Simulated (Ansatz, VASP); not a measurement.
## Ti: VASP beside Ansatz

INCAR

```
SYSTEM = Ti
ALGO     = Normal         ! electronic algorithm
EDIFF    = 1E-6           ! SCF threshold, eV
ENCUT    = 520            ! plane-wave cutoff, eV
GGA      = PE             ! functional
ISIF     = 2              ! what is computed and relaxed
ISMEAR   = 1              ! smearing method
LASPH    = .True.         ! aspherical terms in the spheres
LCHARG   = .True.         ! write CHGCAR
LELF     = .True.         ! ELF
LREAL    = .False.        ! projectors in reciprocal space
LVHAR    = .True.       
LWAVE    = .False.        ! write WAVECAR
NBANDS   = 19             ! bands
NELM     = 100            ! most SCF steps
PREC     = Accurate       ! precision mode
SIGMA    = 1.0            ! smearing width, eV
```

Contents of KPOINTS:

```
k-points
0
Gamma
  12 12 7
  0 0 0
```

The input POSCAR:

```
Ti
1.0
    2.9390756844      0.0000000000      0.0000000000
   -1.4695378422      2.5453142064      0.0000000000
    0.0000000000      0.0000000000      4.6559893251
Ti
2
Direct
    0.3333333333      0.6666666667      0.2500000000
    0.6666666667      0.3333333333      0.7500000000
```

Input for Ansatz:

```yaml
crystal:
  lattice:
    - [2.9390756844, 0.0, 0.0]
    - [-1.4695378422, 2.5453142064, 0.0]
    - [0.0, 0.0, 4.6559893251]
  atoms:
    - { symbol: Ti, position: [0.3333333333, 0.6666666667, 0.25] }
    - { symbol: Ti, position: [0.6666666667, 0.3333333333, 0.75] }
hamiltonian:
  xc: pbe
  pseudopotentials:
    kind: paw
    azcp:
      Ti: "pseudopotentials/Ti.paw.azcp"
basis:
  ecutwfc: 420
  fft_grid_basis: typed
kpoints:
  mp_grid: { grid: [12, 12, 7], shift: [0, 0, 0] }
magnetization:
  spin_polarized: false
scf:
  occupations: { method: cold, width: 1.0 }
  lower_state_search: "off"
output:
  stress: true
```

Alike in both runs: task single point; functional PBE; k mesh 12 × 12 × 7; no spin polarisation.

|  | VASP | Ansatz |
| --- | --- | --- |
| version | VASP 6.6.1 | Ansatz 0.2.0 |
| potentials or method | VASP PAW PBE potentials, release 64 (Ti_sv), cutoff 520 eV | plane waves (420 eV) with PAW, scalar-relativistic |
| occupations | methfessel-paxton of order 1, width 1 eV | cold, width 1 eV |
| valence electrons in the cell | 24 | 24 |

Ansatz gave:

```
pressure (GPa)                                                : 0.5
traceless stress, the component that is largest in VASP (GPa) : 0.28
```

Task: Estimate VASP's values.

Result: Pressure (GPa): -0.4; traceless stress, the component that is largest in VASP (GPa): 0.64.
